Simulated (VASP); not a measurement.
Bi, 2 atoms in the cell. The cell holds a slab with vacuum, 2 atoms: a = 4.209 Å, b = 4.209 Å, c = 28.000 Å, α = 90.00°, β = 90.00°, γ = 120.00°. 

```yaml
Program: VASP 6.6.1
Task: single point
Functional: PBE
Potentials_or_basis: VASP PAW PBE potentials, release 64 (Bi_d)
Cutoff: 520 eV
k_mesh: 9 × 9 × 1
Occupations: gaussian, width 0.02 eV
Spin: no spin polarisation
Dipole_correction: yes
Further_INCAR_settings: ALGO = Normal; EDIFF = 1e-06; NBANDS = 22
```

Potentials or basis: VASP PAW PBE potentials, release 64 (Bi_d).

Run with:

```bash
$ cat potpaw_PBE.64/Bi_d/POTCAR > POTCAR
$ mpirun -np 1 vasp_std > vasp.out
```

Hardware: 1 thread of AMD EPYC 7R13 Processor (Zen 3), with other jobs on the host.

Task: Estimate the wall time of this run.

Result: It took 2.9 min on 1 thread of AMD EPYC 7R13 Processor (Zen 3) (shared host), peak memory 0.48 GiB. Counts: scf iterations 20, k points 12.
